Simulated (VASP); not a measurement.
**NaH: single point with PBEsol**

The system is NaH.

```xyz
2
Lattice="0.0000 2.3957 2.3957 2.3957 0.0000 2.3957 2.3957 2.3957 0.0000" Properties=species:S:1:pos:R:3 pbc="T T T"
Na    0.0000    0.0000    0.0000
H     2.3957    2.3957    2.3957
```

| Quantity | Value |
| --- | --- |
| Program | VASP 6.6.1 |
| Task | single point |
| Functional | PBEsol |
| Potentials or basis | VASP PAW PBE potentials, release 64 (Na_pv, H) |
| Cutoff | 520 eV |
| k mesh | 8 × 8 × 8 |
| Occupations | gaussian, width 0.01 eV |
| Spin | no spin polarisation |

| Property | Result |
| --- | --- |
| Pressure | 0.0 GPa |
| Band gap on the k mesh | 3.60 eV (least direct gap 4.51 eV) |

Levels at points of the mesh, in eV from the valence-band top:
| k point | band 1 | band 2 | band 3 | band 4 | band 5 | band 6 | band 7 | band 8 | band 9 |
| --- | --- | --- | --- | --- | --- | --- | --- | --- | --- |
| (0.00, 0.00, 0.00) | -21.96 | -21.96 | -21.96 | -3.80 | 10.64 | 15.59 | 15.59 | 15.59 | 16.60 |
| (0.50, 0.00, 0.00) | -22.06 | -21.97 | -21.97 | -0.91 | 3.60 | 10.80 | 13.39 | 13.39 | 16.46 |
| (0.50, 0.50, 0.00) | -22.05 | -21.99 | -21.99 | -0.19 | 4.46 | 9.87 | 10.66 | 10.66 | 11.97 |

Run time: 13 s on 1 thread of Intel Xeon 8259CL (shared host), peak memory 0.15 GiB.

Caveat: the PAW data sets were made with another functional, which shifts forces and pressure a little. A k mesh can miss the band edges.
